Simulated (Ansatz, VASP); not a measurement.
This is a calculation of TiO2 for Ansatz 0.2.0.

input.yaml

```yaml
crystal:
  lattice:
    - [-4.3507577183, 4.3507577183, 1.8875555959]
    - [4.3507577183, -4.3507577183, 1.8875555959]
    - [4.3507577183, 4.3507577183, -1.8875555959]
  atoms:
    - { symbol: Ti, position: [0.292281705, 0.997144755, 0.28942646] }
    - { symbol: Ti, position: [0.002855245, 0.292281705, 0.29513695] }
    - { symbol: Ti, position: [0.997144755, 0.707718295, 0.70486305] }
    - { symbol: Ti, position: [0.707718295, 0.002855245, 0.71057354] }
    - { symbol: O, position: [0.498863825, 0.849215285, 0.34807911] }
    - { symbol: O, position: [0.16166202, 0.1596026, 0.32126462] }
    - { symbol: O, position: [0.150784715, 0.498863825, 0.64964854] }
    - { symbol: O, position: [0.1596026, 0.83833798, 0.99794058] }
    - { symbol: O, position: [0.8403974, 0.16166202, 0.00205942] }
    - { symbol: O, position: [0.849215285, 0.501136175, 0.35035146] }
    - { symbol: O, position: [0.83833798, 0.8403974, 0.67873538] }
    - { symbol: O, position: [0.501136175, 0.150784715, 0.65192089] }
hamiltonian:
  xc: pbe
  pseudopotentials: { kind: paw }
kpoints:
  mp_grid: { grid: [8, 8, 8] }
scf:
  occupations: { method: gaussian, width: 0.013 }
output:
  forces: true
  stress: true
  eigenvalues: true
```

Potentials or basis: Ansatz PAW.

Run with:

```sh
$ ansatz run input.yaml --threads 4 --pin off --max-ram 11264MiB --backend cpu --events-out ev --progress --plain --runs-dir out
```

Task: Set up the same calculation for VASP 6.6.1. Potentials there: VASP PAW PBE potentials, release 64 (Ti_sv, O).

Result: As run (the cutoff follows the program's own potentials):

File INCAR:

```
SYSTEM = TiO2
ALGO     = Normal         ! electronic algorithm
EDIFF    = 1E-7           ! SCF threshold, eV
ENCUT    = 520            ! plane-wave cutoff, eV
GGA      = PE             ! functional
ISIF     = 2              ! what is computed and relaxed
ISMEAR   = 0              ! smearing method
LASPH    = .True.         ! aspherical terms in the spheres
LCHARG   = .False.        ! write CHGCAR
LREAL    = .False.        ! projectors in reciprocal space
LWAVE    = .False.        ! write WAVECAR
NBANDS   = 60             ! bands
NELM     = 60             ! most SCF steps
PREC     = Accurate       ! precision mode
SIGMA    = 0.013000000000000001 ! smearing width, eV
```

File KPOINTS:

```
k-points
0
Gamma
  8 8 8
  0 0 0
```

The input POSCAR:

```
TiO2
1.0
   -4.3507577183      4.3507577183      1.8875555959
    4.3507577183     -4.3507577183      1.8875555959
    4.3507577183      4.3507577183     -1.8875555959
Ti O
4 8
Direct
    0.2922817050      0.9971447550      0.2894264600
    0.0028552450      0.2922817050      0.2951369500
    0.9971447550      0.7077182950      0.7048630500
    0.7077182950      0.0028552450      0.7105735400
    0.4988638250      0.8492152850      0.3480791100
    0.1616620200      0.1596026000      0.3212646200
    0.1507847150      0.4988638250      0.6496485400
    0.1596026000      0.8383379800      0.9979405800
    0.8403974000      0.1616620200      0.0020594200
    0.8492152850      0.5011361750      0.3503514600
    0.8383379800      0.8403974000      0.6787353800
    0.5011361750      0.1507847150      0.6519208900
```

Potentials or basis: VASP PAW PBE potentials, release 64 (Ti_sv, O).

Run with:

```console
$ cat potpaw_PBE.64/Ti_sv/POTCAR potpaw_PBE.64/O/POTCAR > POTCAR
$ mpirun -np 1 vasp_std > vasp.out
```

Both were run:

|  | VASP | Ansatz | Ansatz less VASP |
| --- | --- | --- | --- |
| gap on the k mesh at the Fermi level (eV) | 1.62 | 1.64 | +0.019 |
| least direct gap on the mesh (eV) | 2.31 | 2.33 | +0.018 |
| pressure (GPa) | 3.8 | 3.2 | -0.60 |
| traceless stress, the component that is largest in VASP (GPa) | 0.13 | 0.24 | +0.116 |
| rms of the force components (eV/Å) | 0.049 | 0.074 | +0.0247 |

Atom by atom the forces differ by 0.028 eV/Å (rms over components).
